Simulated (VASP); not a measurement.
# VTeSe (P-6m2) in VASP: single point with PBE

Aim: the single point of VTeSe with PBE.

All numbers are computed with VASP 6.6.1; they aren't measurements. Logs are shortened: lines on timing, memory, paths and dates and some standing lists are left out, and cuts for length are marked.

## Step 1: The cell of the first run

The structure is hexagonal, space group P-6m2 (No. 187). Conventional cell: a = 4.605 Å, b = 4.605 Å, c = 3.562 Å, α = 90.00°, β = 90.00°, γ = 120.00°. Within 3.6 Å of V (site symmetry -6m2) lie 3 Te at 2.66 Å and 6 Se at 3.20 Å and 2 V at 3.56 Å. Te (site symmetry -6m2) has 3 V at 2.66 Å and 6 Se at 3.20 Å and 2 Te at 3.56 Å within 3.6 Å. Se (site symmetry -6m2) has 6 V at 3.20 Å and 6 Te at 3.20 Å and 2 Se at 3.56 Å within 4.2 Å.

The cell was generated, and may not be a known phase.

## Step 2: Single point, PBE, collinear spin, ferrimagnetic start

INCAR reads:

```
ALGO = Normal
EDIFF = 1E-6
ENCUT = 520
GGA = PE
ISIF = 2
ISMEAR = 0
ISPIN = 2
LASPH = T
LCHARG = F
LMAXMIX = 4
LORBIT = 11
LREAL = F
LWAVE = F
MAGMOM = 1.9 -0.17 -0.25
NBANDS = 24
NELM = 150
PREC = Accurate
SIGMA = 0.1
```

KPOINTS reads:

```
k-points
0
Gamma
  12 12 14
```

POSCAR reads:

```
VTeSe
1.0
    4.6054467388      0.0000000000      0.0000000000
   -2.3027233694      3.9884338716      0.0000000000
    0.0000000000      0.0000000000      3.5616893979
V Te Se
1 1 1
Direct
    0.3333333333      0.6666666667      0.5000000000
    0.6666666667      0.3333333333      0.5000000000
    0.0000000000      0.0000000000      0.0000000000
```

Potentials or basis: VASP PAW PBE potentials, release 64 (V_sv, Te, Se).

The run is started by

```bash
> cat potpaw_PBE.64/V_sv/POTCAR potpaw_PBE.64/Te/POTCAR potpaw_PBE.64/Se/POTCAR > POTCAR
> mpirun -np 1 vasp_std > vasp.out
```

OUTCAR:

```text
EDIFF = 1E-6
   ENCUT = 520
   GGA = PE
   ISIF = 2
   ISMEAR = 0
   ISPIN = 2
   LASPH = T
   LORBIT = 11
   LREAL = F
   NELM = 150
   PREC = Accurate

 ion  position               nearest neighbor table
   1  0.333  0.667  0.500-   2 2.66   2 2.66   2 2.66
   2  0.667  0.333  0.500-   1 2.66   1 2.66   1 2.66   3 3.20   3 3.20   3 3.20   3 3.20   3 3.20
                             3 3.20
   3  0.000  0.000  0.000-   2 3.20   2 3.20   2 3.20   2 3.20   2 3.20   2 3.20

  LATTYP: Found a hexagonal cell.
 ALAT       =     4.6054467388
 C/A-ratio  =     0.7733645833

  Lattice vectors:

 A1 = (   4.6054467388,   0.0000000000,   0.0000000000)
 A2 = (  -2.3027233694,   3.9884338716,   0.0000000000)
 A3 = (   0.0000000000,   0.0000000000,   3.5616893979)

Analysis of symmetry for initial positions (statically):
=====================================================================
 Subroutine PRICEL returns:
 Original cell was already a primitive cell.

 Routine SETGRP: Setting up the symmetry group for a
 hexagonal supercell.

 Subroutine GETGRP returns: Found 12 space group operations
 (whereof 12 operations were pure point group operations)
 out of a pool of 24 trial point group operations.

The static configuration has the point symmetry D_3h.

Analysis of symmetry for dynamics (positions and initial velocities):
=====================================================================
 Subroutine PRICEL returns:
 Original cell was already a primitive cell.

 Routine SETGRP: Setting up the symmetry group for a
 hexagonal supercell.

 Subroutine GETGRP returns: Found 12 space group operations
 (whereof 12 operations were pure point group operations)
 out of a pool of 24 trial point group operations.

The dynamic configuration has the point symmetry D_3h.

Analysis of structural, dynamic, and magnetic symmetry:
=====================================================================
 Subroutine PRICEL returns:
 Original cell was already a primitive cell.

 Routine SETGRP: Setting up the symmetry group for a
 hexagonal supercell.

 Subroutine GETGRP returns: Found 12 space group operations
 (whereof 12 operations were pure point group operations)
 out of a pool of 24 trial point group operations.

The overall configuration has the point symmetry D_3h.

 Subroutine INISYM returns: Found 12 space group operations
 (whereof 12 operations are pure point group operations),
 and found     1 'primitive' translations

----------------------------------------------------------------------------------------

                                     Primitive cell

  volume of cell :      65.4230

  direct lattice vectors                    reciprocal lattice vectors
     4.605446739  0.000000000  0.000000000     0.217134201  0.125362490  0.000000000
    -2.302723369  3.988433872  0.000000000     0.000000000  0.250724979  0.000000000
     0.000000000  0.000000000  3.561689398     0.000000000  0.000000000  0.280765639

  length of vectors
     4.605446739  4.605446739  3.561689398     0.250724979  0.250724979  0.280765639

  position of ions in fractional coordinates (direct lattice)
     0.333333333  0.666666667  0.500000000
     0.666666667  0.333333333  0.500000000
     0.000000000  0.000000000  0.000000000

  ion indices of the primitive-cell ions
   primitive index   ion index
                 1           1
                 2           2
                 3           3

----------------------------------------------------------------------------------------

 KPOINTS: k-points

Automatic generation of k-mesh.
 Grid dimensions read from file:
 generate k-points for:   12   12   14

 Generating k-lattice:

  Cartesian coordinates                     Fractional coordinates (reciprocal lattice)
     0.018094517  0.010446874  0.000000000     0.083333333 -0.000000000  0.000000000
     0.000000000  0.020893748  0.000000000     0.000000000  0.083333333  0.000000000
     0.000000000  0.000000000  0.020054689     0.000000000  0.000000000  0.071428571

  Length of vectors
     0.020893748  0.020893748  0.020054689

  Shift w.r.t. Gamma in fractional coordinates (k-lattice)
     0.000000000  0.000000000  0.000000000

 Subroutine IBZKPT returns following result:
 ===========================================

 Found    152 irreducible k-points:

 Following reciprocal coordinates:
            Coordinates               Weight
  0.000000  0.000000  0.000000      1.000000
  0.083333  0.000000  0.000000      6.000000
  0.166667  0.000000  0.000000      6.000000
  0.250000  0.000000  0.000000      6.000000
  0.333333  0.000000  0.000000      6.000000
  0.416667  0.000000  0.000000      6.000000
[... 16 lines left out ...]
  0.250000  0.000000  0.071429     12.000000
  0.333333  0.000000  0.071429     12.000000
 [... further k-points ...]
   k-points           NKPTS =    152   k-points in BZ     NKDIM =    152   number of bands    NBANDS=     24
   number of dos      NEDOS =    301   number of ions     NIONS =      3
   total plane-waves  NPLWV =  36288
   dimension x,y,z NGX =    36 NGY =   36 NGZ =   28
   dimension x,y,z NGXF=    72 NGYF=   72 NGZF=   56
   ions per type =               1   1   1
   NGX,Y,Z   is equivalent  to a cutoff of  13.00, 13.00, 13.07 a.u.
   NGXF,Y,Z  is equivalent  to a cutoff of  25.99, 25.99, 26.14 a.u.
 SYSTEM =  unknown system
   PREC   = accura    normal or accurate (medium, high low for compatibility)
   ISTART =      0    job   : 0-new  1-cont  2-samecut
   ICHARG =      2    charge: 1-file 2-atom 10-const
   ISPIN  =      2    spin polarized calculation?
   LNONCOLLINEAR =      F non collinear calculations
   LSORBIT =      F    spin-orbit coupling
   LASPH  =      T    aspherical Exc in radial PAW
   ENCUT  =  520.0 eV  38.22 Ry    6.18 a.u.   8.56  8.56  6.62*2*pi/ulx,y,z
   NELM   =    150;   NELMIN=  2; NELMDL= -5     # of ELM steps
   EDIFF  = 0.1E-05   stopping-criterion for ELM
   LREAL  =      F    real-space projection
   EDIFFG = 0.1E-04   stopping-criterion for IOM
   NSW    =      0    number of steps for IOM
   IBRION =     -1    ionic relax: 0-MD 1-quasi-New 2-CG
   NFREE  =      0    steps in history (QN), initial steepest desc. (CG)
   ISIF   =      2    stress and relaxation
   ISYM   =      2    0-nonsym 1-usesym 2-fastsym
   POTIM  = 0.5000    time-step for ionic-motion
   TEBEG  =    0.0;   TEEND  =   0.0 temperature during run
   PSTRESS=    0.0 pullay stress
   NELECT =      25.0000    total number of electrons
   NUPDOWN=      -1.0000    fix difference up-down
   EMIN   =  10.00;   EMAX   =-10.00  energy-range for DOS
   EFERMI =   0.00;   METHOD = LEGACY
   ISMEAR =     0;   SIGMA  =   0.10  broadening in eV -4-tet -1-fermi 0-gaus
   EFERMI_NEDOS =   21; number of points for ismear=-14 and -15
   IALGO  =     38    algorithm
   IMIX   =      4    mixing-type and parameters
     AMIX     =   0.40;   BMIX     =  1.00
     AMIX_MAG =   1.60;   BMIX_MAG =  1.00
  volume/ion in A,a.u.               =      21.81       147.17
  Fermi-wavevector in a.u.,A,eV,Ry     =   1.187986  2.244969 19.202058  1.411311
  Thomas-Fermi vector in A             =   2.324126
   LORBIT       =     11    0 simple, 1 ext, 2 COOP (PROOUT), +10 PAW based schemes
   GGA     = PE    functional components
   LHFCALC =     F    Hartree Fock is set to
   AEXX    =    0.0000 exact exchange contribution
   IVDW    =     0    specifies the selected vdW correction
   LEPSILON=     F    determine dielectric tensor
   LRPA    =     F    only Hartree local field effects (RPA)
 spin polarized calculation
 Gauss-broadening in eV      SIGMA  =   0.10
  energy-cutoff  :      520.00
  volume of cell :       65.42
 maximum number of plane-waves:      1783
 NGX is ok and might be reduce to    36
   NGX = 17   NGY = 17   NGZ = 13

 number of electron      24.9999995 magnetization       1.5126625

 Free energy of the ion-electron system (eV)
  ---------------------------------------------------
  ext. energy  EPLUGINS =         0.00000000
  ---------------------------------------------------
  free energy    TOTEN  =       -14.86226656 eV

  energy without entropy =      -14.84891751  energy(sigma->0) =      -14.85559203

 E-fermi :   7.3367     XC(G=0): -10.5708

 val. band max:        7.3348584623   @ k =   0.0000   0.0000   0.0714
 cond. band min:       7.3408370902   @ k =   0.3333   0.0000   0.4286
 fundamental gap:      0.0059786279
 Fermi energy:         7.3367090982

 spin component 1

 k-point     1 :       0.0000    0.0000    0.0000
  band No.  band energies     occupation
      1     -57.7854      1.00000
      2     -31.7234      1.00000
      3     -31.6095      1.00000
      4     -31.6095      1.00000
      5      -7.1100      1.00000
      6      -2.8068      1.00000
[... 16 lines left out ...]
     23      17.4732      0.00000
     24      17.6324      0.00000

 k-point     2 :       0.0833    0.0000    0.0000
  band No.  band energies     occupation
      1     -57.7854      1.00000
      2     -31.7234      1.00000
      3     -31.6098      1.00000
      4     -31.6096      1.00000
      5      -7.0640      1.00000
      6      -2.9110      1.00000
[... 16 lines left out ...]
     23      17.6022      0.00000
     24      17.8371      0.00000

 k-point     3 :       0.1667    0.0000    0.0000
  band No.  band energies     occupation
      1     -57.7854      1.00000
      2     -31.7233      1.00000
      3     -31.6105      1.00000
      4     -31.6098      1.00000
      5      -6.9298      1.00000
      6      -3.1906      1.00000
[... 16 lines left out ...]
     23      17.5314      0.00000
     24      18.0346      0.00000
[... 514 lines left out ...]
 k-point    23 :       0.2500    0.0000    0.0714
  band No.  band energies     occupation
      1     -57.7853      1.00000
      2     -31.7244      1.00000
      3     -31.6113      1.00000
      4     -31.6100      1.00000
      5      -6.6762      1.00000
      6      -3.5665      1.00000
[... 16 lines left out ...]
     23      17.6503      0.00000
     24      18.1569      0.00000

 k-point    24 :       0.3333    0.0000    0.0714
  band No.  band energies     occupation
      1     -57.7852      1.00000
      2     -31.7243      1.00000
      3     -31.6123      1.00000
      4     -31.6103      1.00000
      5      -6.4201      1.00000
      6      -3.9633      1.00000
[... 16 lines left out ...]
     23      17.3329      0.00000
     24      17.3485      0.00000

 [... further k-points ...]

 spin component 2

 k-point     1 :       0.0000    0.0000    0.0000
  band No.  band energies     occupation
      1     -56.0095      1.00000
      2     -29.9388      1.00000
      3     -29.9388      1.00000
      4     -29.7851      1.00000
      5      -7.2723      1.00000
      6      -3.0208      1.00000
[... 16 lines left out ...]
     23      17.3791      0.00000
     24      17.4793      0.00000

 k-point     2 :       0.0833    0.0000    0.0000
  band No.  band energies     occupation
      1     -56.0095      1.00000
      2     -29.9391      1.00000
      3     -29.9389      1.00000
      4     -29.7851      1.00000
      5      -7.2276      1.00000
      6      -3.1216      1.00000
[... 16 lines left out ...]
     23      17.5300      0.00000
     24      17.7064      0.00000

 k-point     3 :       0.1667    0.0000    0.0000
  band No.  band energies     occupation
      1     -56.0095      1.00000
      2     -29.9399      1.00000
      3     -29.9391      1.00000
      4     -29.7850      1.00000
      5      -7.0974      1.00000
      6      -3.3932      1.00000
[... 16 lines left out ...]
     23      17.7052      0.00000
     24      17.9340      0.00000
[... 514 lines left out ...]
 k-point    23 :       0.2500    0.0000    0.0714
  band No.  band energies     occupation
      1     -56.0094      1.00000
      2     -29.9410      1.00000
      3     -29.9394      1.00000
      4     -29.7861      1.00000
      5      -6.8512      1.00000
      6      -3.7587      1.00000
[... 16 lines left out ...]
     23      17.6542      0.00000
     24      18.1259      0.00000

 k-point    24 :       0.3333    0.0000    0.0714
  band No.  band energies     occupation
      1     -56.0093      1.00000
      2     -29.9422      1.00000
      3     -29.9397      1.00000
      4     -29.7860      1.00000
      5      -6.6047      1.00000
      6      -4.1452      1.00000
[... 16 lines left out ...]
     23      17.3214      0.00000
     24      17.4089      0.00000

 [... further k-points ...]
[... 5 lines left out ...]
  --------------------------------------------------------------------------------------
  -------------------------------------------------------------------------------------
  Total       -0.0082514     -0.0082514     -0.0240543      0.0000000     -0.0000000      0.0000000
  in kB       -0.2020731     -0.2020731     -0.5890774      0.0000000     -0.0000000      0.0000000
  external PRESSURE =      -0.3310745 kB  Pullay stress =       0.0000000 kB

 VOLUME and BASIS-vectors are now :
 -----------------------------------------------------------------------------
  energy-cutoff  :      520.00
  volume of cell :       65.42
      direct lattice vectors                 reciprocal lattice vectors
     4.605446739  0.000000000  0.000000000     0.217134201  0.125362490  0.000000000
    -2.302723369  3.988433872  0.000000000     0.000000000  0.250724979  0.000000000
     0.000000000  0.000000000  3.561689398     0.000000000  0.000000000  0.280765639

 POSITION                                       TOTAL-FORCE (eV/Angst)
 -----------------------------------------------------------------------------------
     -0.00000      2.65896      1.78084         0.000000     -0.000000      0.000000
      2.30272      1.32948      1.78084        -0.000000      0.000000      0.000000
      0.00000      0.00000      0.00000        -0.000000      0.000000      0.000000
 -----------------------------------------------------------------------------------
    total drift:                                0.000000     -0.000000     -0.000000

  FREE ENERGIE OF THE ION-ELECTRON SYSTEM (eV)
  ---------------------------------------------------
  free  energy   TOTEN  =       -14.8622665586 eV

  energy  without entropy=      -14.8489175073  energy(sigma->0) =      -14.85559203

 total charge

# of ion       s       p       d       tot
------------------------------------------
    1        2.190   6.099   3.053  11.342
    2        1.390   1.952   0.079   3.421
    3        1.518   2.143   0.039   3.700
--------------------------------------------------
tot          5.097  10.194   3.171  18.462

 magnetization (x)

# of ion       s       p       d       tot
------------------------------------------
    1        0.015   0.012   1.752   1.779
    2       -0.012  -0.185   0.009  -0.187
    3        0.002  -0.186   0.001  -0.183
--------------------------------------------------
tot          0.005  -0.359   1.762   1.409
```

Run time: 14 min. Hardware: 1 thread of AMD EPYC 7R13, shared host; peak memory 0.47 GiB.

What came out:

```
Free energy                                           : -14.8623 eV
Pressure                                              : 0.0 GPa
Net moment                                            : 1.51 μB per cell
Site moments                                          : V +1.78; Te -0.19; Se -0.18 μB
Valence electrons inside the program's atomic spheres : V 11.34; Te 3.42; Se 3.70
```

Caveat: spin-orbit coupling is left out, which moves the levels of the heavy elements. With open d or f shells a metallic result of PBE can be an artefact of self-interaction; +U or a hybrid may open a gap.
